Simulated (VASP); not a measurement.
# MgS (F-43m) in VASP: notebook

Aim: see how the results for MgS move with the level of theory and the settings. Levels: PBEsol+D3(BJ), BLYP+D3(BJ), LDA. Tasks: single point.

Program: VASP 6.6.1. These are calculated values, not measurements. Logs are shortened: lines on timing, memory, paths and dates and some standing lists are left out, and cuts for length are marked.

## (1) The cell of the first run

The structure is cubic, space group F-43m (No. 216). The conventional cell has a = 5.597 Å, b = 5.597 Å, c = 5.597 Å, α = 90.00°, β = 90.00°, γ = 90.00°. Mg (site symmetry -43m) has 4 S at 2.42 Å within 3.2 Å. Within 3.2 Å of S (site symmetry -43m) lie 4 Mg at 2.42 Å.

## (2) Single point, PBEsol+D3(BJ)

File INCAR:

```
PREC = Accurate
ENCUT = 520
EDIFF = 1E-7
ISMEAR = 0
SIGMA = 0.01
LREAL = F
LASPH = T
NELM = 100
ALGO = Normal
ISIF = 2
LWAVE = F
LCHARG = T
GGA = PS
IVDW = 12
LELF = T
LVHAR = T
NBANDS = 11
```

File KPOINTS:

```
regular mesh
0
Gamma
  6 6 6
```

File POSCAR:

```
MgS
1.0
    0.0000000000      2.7983318686      2.7983318686
    2.7983318686      0.0000000000      2.7983318686
    2.7983318686      2.7983318686      0.0000000000
Mg S
1 1
Direct
    0.0000000000      0.0000000000      0.0000000000
    0.7500000000      0.7500000000      0.7500000000
```

Potentials or basis: VASP PAW PBE potentials, release 64 (Mg, S).

The run is started by

```sh
$ cat potpaw_PBE.64/Mg/POTCAR potpaw_PBE.64/S/POTCAR > POTCAR
$ mpirun -np 1 vasp_std > vasp.out
```

OUTCAR:

```text
PREC = Accurate
   ENCUT = 520
   EDIFF = 1E-7
   ISMEAR = 0
   LREAL = F
   LASPH = T
   NELM = 100
   ISIF = 2
   GGA = PS
   IVDW = 12
 IVDW          = 12

 ion  position               nearest neighbor table
   1  0.000  0.000  0.000-   2 2.42   2 2.42   2 2.42   2 2.42
   2  0.750  0.750  0.750-   1 2.42   1 2.42   1 2.42   1 2.42

  LATTYP: Found a face centered cubic cell.
 ALAT       =     5.5966637372

  Lattice vectors:

 A1 = (   0.0000000000,   2.7983318686,   2.7983318686)
 A2 = (   2.7983318686,   0.0000000000,   2.7983318686)
 A3 = (   2.7983318686,   2.7983318686,   0.0000000000)

Analysis of symmetry for initial positions (statically):
=====================================================================
 Subroutine PRICEL returns:
 Original cell was already a primitive cell.

 Routine SETGRP: Setting up the symmetry group for a
 face centered cubic supercell.

 Subroutine GETGRP returns: Found 24 space group operations
 (whereof 24 operations were pure point group operations)
 out of a pool of 48 trial point group operations.

The static configuration has the point symmetry T_d .

Analysis of symmetry for dynamics (positions and initial velocities):
=====================================================================
 Subroutine PRICEL returns:
 Original cell was already a primitive cell.

 Routine SETGRP: Setting up the symmetry group for a
 face centered cubic supercell.

 Subroutine GETGRP returns: Found 24 space group operations
 (whereof 24 operations were pure point group operations)
 out of a pool of 48 trial point group operations.

The dynamic configuration has the point symmetry T_d .

 Subroutine INISYM returns: Found 24 space group operations
 (whereof 24 operations are pure point group operations),
 and found     1 'primitive' translations

----------------------------------------------------------------------------------------

                                     Primitive cell

  volume of cell :      43.8256

  direct lattice vectors                    reciprocal lattice vectors
     0.000000000  2.798331869  2.798331869    -0.178677878  0.178677878  0.178677878
     2.798331869  0.000000000  2.798331869     0.178677878 -0.178677878  0.178677878
     2.798331869  2.798331869  0.000000000     0.178677878  0.178677878 -0.178677878

  length of vectors
     3.957438881  3.957438881  3.957438881     0.309479163  0.309479163  0.309479163

  position of ions in fractional coordinates (direct lattice)
     0.000000000  0.000000000  0.000000000
     0.750000000  0.750000000  0.750000000

  ion indices of the primitive-cell ions
   primitive index   ion index
                 1           1
                 2           2

----------------------------------------------------------------------------------------

 KPOINTS: regular mesh

Automatic generation of k-mesh.
 Grid dimensions read from file:
 generate k-points for:    6    6    6

 Generating k-lattice:

  Cartesian coordinates                     Fractional coordinates (reciprocal lattice)
    -0.029779646  0.029779646  0.029779646     0.166666667  0.000000000  0.000000000
     0.029779646 -0.029779646  0.029779646     0.000000000  0.166666667  0.000000000
     0.029779646  0.029779646 -0.029779646     0.000000000  0.000000000  0.166666667

  Length of vectors
     0.051579860  0.051579860  0.051579860

  Shift w.r.t. Gamma in fractional coordinates (k-lattice)
     0.000000000  0.000000000  0.000000000

 Subroutine IBZKPT returns following result:
 ===========================================

 Found     16 irreducible k-points:

 Following reciprocal coordinates:
            Coordinates               Weight
  0.000000  0.000000  0.000000      1.000000
  0.166667  0.000000  0.000000      8.000000
  0.333333  0.000000  0.000000      8.000000
  0.500000  0.000000  0.000000      4.000000
  0.166667  0.166667  0.000000      6.000000
  0.333333  0.166667  0.000000     24.000000
[... 8 lines left out ...]
 -0.333333  0.333333  0.166667     24.000000
 -0.333333  0.500000  0.166667     12.000000
   k-points           NKPTS =     16   k-points in BZ     NKDIM =     16   number of bands    NBANDS=     11
   number of dos      NEDOS =    301   number of ions     NIONS =      2
   total plane-waves  NPLWV =  27000
   dimension x,y,z NGX =    30 NGY =   30 NGZ =   30
   dimension x,y,z NGXF=    60 NGYF=   60 NGZF=   60
   ions per type =               1   1
   NGX,Y,Z   is equivalent  to a cutoff of  12.60, 12.60, 12.60 a.u.
   NGXF,Y,Z  is equivalent  to a cutoff of  25.21, 25.21, 25.21 a.u.
 SYSTEM =  unknown system
   PREC   = accura    normal or accurate (medium, high low for compatibility)
   ISTART =      0    job   : 0-new  1-cont  2-samecut
   ICHARG =      2    charge: 1-file 2-atom 10-const
   ISPIN  =      1    spin polarized calculation?
   LNONCOLLINEAR =      F non collinear calculations
   LSORBIT =      F    spin-orbit coupling
   LASPH  =      T    aspherical Exc in radial PAW
   ENCUT  =  520.0 eV  38.22 Ry    6.18 a.u.   7.36  7.36  7.36*2*pi/ulx,y,z
   NELM   =    100;   NELMIN=  2; NELMDL= -5     # of ELM steps
   EDIFF  = 0.1E-06   stopping-criterion for ELM
   LREAL  =      F    real-space projection
   EDIFFG = 0.1E-05   stopping-criterion for IOM
   NSW    =      0    number of steps for IOM
   IBRION =     -1    ionic relax: 0-MD 1-quasi-New 2-CG
   NFREE  =      0    steps in history (QN), initial steepest desc. (CG)
   ISIF   =      2    stress and relaxation
   ISYM   =      2    0-nonsym 1-usesym 2-fastsym
   POTIM  = 0.5000    time-step for ionic-motion
   TEBEG  =    0.0;   TEEND  =   0.0 temperature during run
   PSTRESS=    0.0 pullay stress
   NELECT =       8.0000    total number of electrons
   NUPDOWN=      -1.0000    fix difference up-down
   EMIN   =  10.00;   EMAX   =-10.00  energy-range for DOS
   EFERMI =   0.00;   METHOD = LEGACY
   ISMEAR =     0;   SIGMA  =   0.01  broadening in eV -4-tet -1-fermi 0-gaus
   EFERMI_NEDOS =   21; number of points for ismear=-14 and -15
   IALGO  =     38    algorithm
   IMIX   =      4    mixing-type and parameters
     AMIX     =   0.40;   BMIX     =  1.00
     AMIX_MAG =   1.60;   BMIX_MAG =  1.00
  volume/ion in A,a.u.               =      21.91       147.87
  Fermi-wavevector in a.u.,A,eV,Ry     =   0.928672  1.754935 11.734091  0.862431
  Thomas-Fermi vector in A             =   2.054873
   LORBIT       =      0    0 simple, 1 ext, 2 COOP (PROOUT), +10 PAW based schemes
   GGA     = PS    functional components
   LHFCALC =     F    Hartree Fock is set to
   AEXX    =    0.0000 exact exchange contribution
   IVDW    =    12    specifies the selected vdW correction
   LEPSILON=     F    determine dielectric tensor
   LRPA    =     F    only Hartree local field effects (RPA)
 non-spin polarized calculation
 Gauss-broadening in eV      SIGMA  =   0.01
  energy-cutoff  :      520.00
  volume of cell :       43.83
 maximum number of plane-waves:      1243
 NGX is ok and might be reduce to    30
   NGX = 15   NGY = 15   NGZ = 15

 number of electron       8.0000000 magnetization

 Free energy of the ion-electron system (eV)
  ---------------------------------------------------
  ext. energy  EPLUGINS =         0.00000000
  ---------------------------------------------------
  free energy    TOTEN  =        -8.91022279 eV

  energy without entropy =       -8.91022279  energy(sigma->0) =       -8.91022279

 E-fermi :   1.3126     XC(G=0):  -8.7114

 val. band max:        1.2225937948   @ k =   0.0000   0.0000   0.0000
 cond. band min:       4.6895896092   @ k =   0.0000   0.0000   0.0000
 fundamental gap:      3.4669958145
 Fermi energy:         1.3125800083

 k-point     1 :       0.0000    0.0000    0.0000
  band No.  band energies     occupation
      1     -10.1653      2.00000
      2       1.2226      2.00000
      3       1.2226      2.00000
      4       1.2226      2.00000
      5       4.6896      0.00000
      6       9.1831      0.00000
      7       9.1831      0.00000
      8       9.1831      0.00000
      9      12.0784      0.00000
     10      12.0784      0.00000
     11      15.0505      0.00000

 k-point     2 :       0.1667    0.0000    0.0000
  band No.  band energies     occupation
      1     -10.0009      2.00000
      2       0.0944      2.00000
      3       1.1287      2.00000
      4       1.1287      2.00000
      5       5.7177      0.00000
      6       8.9424      0.00000
      7       9.4416      0.00000
      8       9.4416      0.00000
      9      11.4546      0.00000
     10      11.4546      0.00000
     11      13.9680      0.00000

 k-point     3 :       0.3333    0.0000    0.0000
  band No.  band energies     occupation
      1      -9.6304      2.00000
      2      -1.4365      2.00000
      3       0.9587      2.00000
      4       0.9587      2.00000
      5       6.3779      0.00000
      6       9.1185      0.00000
      7       9.1185      0.00000
      8       9.4275      0.00000
      9      12.4679      0.00000
     10      12.4679      0.00000
     11      13.3545      0.00000

 k-point     4 :       0.5000    0.0000    0.0000
  band No.  band energies     occupation
      1      -9.4174      2.00000
      2      -2.0824      2.00000
      3       0.8813      2.00000
      4       0.8813      2.00000
      5       6.3405      0.00000
      6       8.8112      0.00000
      7       8.8112      0.00000
      8       9.8100      0.00000
      9      14.2023      0.00000
     10      14.5142      0.00000
     11      14.5142      0.00000
[... 127 lines left out ...]
 k-point    14 :       0.5000    0.3333    0.1667
  band No.  band energies     occupation
      1      -9.3767      2.00000
      2      -1.3440      2.00000
      3      -0.1699      2.00000
      4       0.4869      2.00000
      5       6.7992      0.00000
      6       8.3592      0.00000
      7       8.7243      0.00000
      8      11.0900      0.00000
      9      11.9849      0.00000
     10      14.9267      0.00000
     11      15.7310      0.00000

 k-point    15 :      -0.3333    0.3333    0.1667
  band No.  band energies     occupation
      1      -9.2320      2.00000
      2      -1.4540      2.00000
      3      -0.5431      2.00000
      4       0.2698      2.00000
      5       6.8667      0.00000
      6       8.2870      0.00000
      7       9.7162      0.00000
      8      10.5465      0.00000
      9      12.5562      0.00000
     10      14.3841      0.00000
     11      15.6861      0.00000

 k-point    16 :      -0.3333    0.5000    0.1667
  band No.  band energies     occupation
      1      -9.1681      2.00000
      2      -1.4031      2.00000
      3      -0.4321      2.00000
      4      -0.1239      2.00000
      5       6.0532      0.00000
      6       8.0710      0.00000
      7      10.6559      0.00000
      8      10.7313      0.00000
      9      13.9281      0.00000
     10      15.1994      0.00000
     11      15.2633      0.00000

------------------------ aborting loop because EDIFF is reached ----------------------------------------

 Edisp (eV)   -0.48744

 E8    (eV) :    -0.3044

  FORCE on cell =-STRESS in cart. coord.  units (eV):
  Direction    XX          YY          ZZ          XY          YZ          ZX
  --------------------------------------------------------------------------------------
  -------------------------------------------------------------------------------------
  Total      -0.00940    -0.00940    -0.00940    -0.00000     0.00000    -0.00000
  in kB      -0.34375    -0.34375    -0.34375    -0.00000     0.00000    -0.00000
  external pressure =       -0.34 kB  Pullay stress =        0.00 kB

 VOLUME and BASIS-vectors are now :
 -----------------------------------------------------------------------------
  energy-cutoff  :      520.00
  volume of cell :       43.83
      direct lattice vectors                 reciprocal lattice vectors
     0.000000000  2.798331869  2.798331869    -0.178677878  0.178677878  0.178677878
     2.798331869  0.000000000  2.798331869     0.178677878 -0.178677878  0.178677878
     2.798331869  2.798331869  0.000000000     0.178677878  0.178677878 -0.178677878

 POSITION                                       TOTAL-FORCE (eV/Angst)
 -----------------------------------------------------------------------------------
      0.00000      0.00000      0.00000        -0.000000     -0.000000     -0.000000
      4.19750      4.19750      4.19750         0.000000      0.000000      0.000000
 -----------------------------------------------------------------------------------
    total drift:                               -0.000000     -0.000000     -0.000000

  FREE ENERGIE OF THE ION-ELECTRON SYSTEM (eV)
  ---------------------------------------------------
  free  energy   TOTEN  =        -9.3976643530 eV

  energy  without entropy=       -9.3976643530  energy(sigma->0) =       -9.39766435
```

It took 10 s on 1 thread of Intel Xeon 6975P-C, shared host; peak memory 0.18 GiB.

Results:

| Quantity | Value |
| --- | --- |
| Free energy | -9.3977 eV |
| Pressure | 0.0 GPa |
| Band gap on the k mesh | 3.47 eV, direct |
| Dispersion energy per atom | -0.244 eV |

Caveat: the PAW data sets were made with another functional, which shifts forces and pressure a little.

[end of part 1 of 2]
